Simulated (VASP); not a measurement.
Set up this calculation in VASP 6.6.1, as the native input.

- Task: single point
- Functional: LDA
- Potentials or basis: VASP PAW LDA potentials, release 64 (Sn_d, Se)
- Cutoff: 520 eV
- k mesh: 11 × 11 × 11
- Occupations: fermi-dirac, width 0.08 eV
- Spin: no spin polarisation
- Dipole correction: no
- Further INCAR settings: ALGO = Normal; EDIFF = 1e-06; NBANDS = 17

The structure of SnSe (zincblende type) lies in POSCAR:

```
SnSe
1.0
    0.0000000000      3.1522385283      3.1522385283
    3.1522385283      0.0000000000      3.1522385283
    3.1522385283      3.1522385283      0.0000000000
Sn Se
1 1
Direct
    0.0000000000      0.0000000000      0.0000000000
    0.2500000000      0.2500000000      0.2500000000
```

This cell differs from its parent crystal: volume scaled by 0.88.

These files were run (other wordings do the same):

INCAR

```
SYSTEM = SnSe
  PREC = Accurate
  ENCUT = 520
  EDIFF = 1E-6
  ISMEAR = -1
  SIGMA = 0.08
  LREAL = .False.
  LASPH = .True.
  NELM = 100
  ALGO = Normal
  ISIF = 2
  LWAVE = .False.
  LCHARG = .True.
  GGA = CA
  LELF = .True.
  LVHAR = .True.
  NBANDS = 17
```

KPOINTS

```
Automatic mesh
0
Gamma
  11 11 11
  0 0 0
```

Potentials or basis: VASP PAW LDA potentials, release 64 (Sn_d, Se).

The run is started by

```sh
$ cat potpaw_LDA.64/Sn_d/POTCAR potpaw_LDA.64/Se/POTCAR > POTCAR
$ mpirun -np 1 vasp_std > vasp.out
```

Results of the run:

```yaml
Pressure: 5.5 GPa
Band_gap_on_the_k_mesh: zero (band 10 reaches 4.79 eV, above the bottom of band 11 at 4.10 eV)
```

Caveat: spin-orbit coupling is left out, which moves the levels of the heavy elements.

Wall time 51 s on 1 thread of Intel Xeon 6975P-C, with other jobs on the host, peak memory 0.21 GiB.
